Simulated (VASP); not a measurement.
A run of VASP 6.6.1:

The input INCAR:

```
SYSTEM = W
PREC = Accurate
ENCUT = 520
EDIFF = 1E-6
ISMEAR = 0
SIGMA = 0.15
LREAL = .FALSE.
LASPH = .TRUE.
NELM = 100
ALGO = Fast
ISIF = 2
LWAVE = .FALSE.
LCHARG = .TRUE.
GGA = PS
LELF = .TRUE.
LVHAR = .TRUE.
NBANDS = 21
```

File KPOINTS:

```
Automatic mesh
0
G
  16 16 12
  0 0 0
```

POSCAR

```
W
1.0
    0.0000000000     -2.0300000000     -2.0300000000
    0.0000000000      2.0300000000     -2.0300000000
    4.0600000000      0.0000000000      0.0000000000
W
2
Direct
    0.5000000000      0.5000000000      0.5431034483
    0.0000000000      0.0000000000     -0.0431034483
```

Potentials or basis: VASP PAW PBE potentials, release 64 (W_sv).

The run is started by

```sh
$ cat potpaw_PBE.64/W_sv/POTCAR > POTCAR
$ mpirun -np 1 vasp_std > vasp.out
```

Hardware: 1 thread of Intel(R) Xeon(R) Platinum 8375C CPU @ 2.90GHz (Ice Lake) (shared host).

**Question.** Estimate the wall time of this run.

**Answer.** It took 4.3 min on 1 thread of Intel(R) Xeon(R) Platinum 8375C CPU @ 2.90GHz (Ice Lake) (shared host), peak memory 0.28 GiB. Counts: scf iterations 13, k points 315.
